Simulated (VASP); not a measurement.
A run of VASP 6.6.1 is set up as follows.

Contents of INCAR:

```
SYSTEM = AlN
  PREC = Accurate
  ENCUT = 600
  EDIFF = 1E-6
  ISMEAR = 0
  SIGMA = 0.01
  LREAL = .FALSE.
  LASPH = .TRUE.
  NELM = 120
  ALGO = Normal
  ISIF = 2
  LWAVE = .FALSE.
  LCHARG = .TRUE.
  GGA = PE
  LELF = .TRUE.
  LVHAR = .TRUE.
  NBANDS = 11
  GGA_COMPAT = .FALSE.
```

Contents of KPOINTS:

```
Automatic mesh
0
G
  6 6 6
  0 0 0
```

Contents of POSCAR:

```
AlN
1.0
    0.0000000000      2.1839935600      2.1839935600
    2.1839935600      0.0000000000      2.1839935600
    2.1839935600      2.1839935600      0.0000000000
Al N
1 1
Direct
    0.0000000000      0.0000000000      0.0000000000
    0.2500000000      0.2500000000      0.2500000000
```

Potentials or basis: VASP PAW PBE potentials, release 64 (Al, N).

Run with:

```console
$ cat potpaw_PBE.64/Al/POTCAR potpaw_PBE.64/N/POTCAR > POTCAR
$ mpirun -np 1 vasp_std > vasp.out
```

Question: What does it give for the pressure?

Answer: 4.5 GPa.

Question: Predict the band gap on the k mesh.

Answer: 3.32 eV (least direct gap 4.20 eV).

Caveat: the cell stands under pressure. A k mesh can miss the band edges.
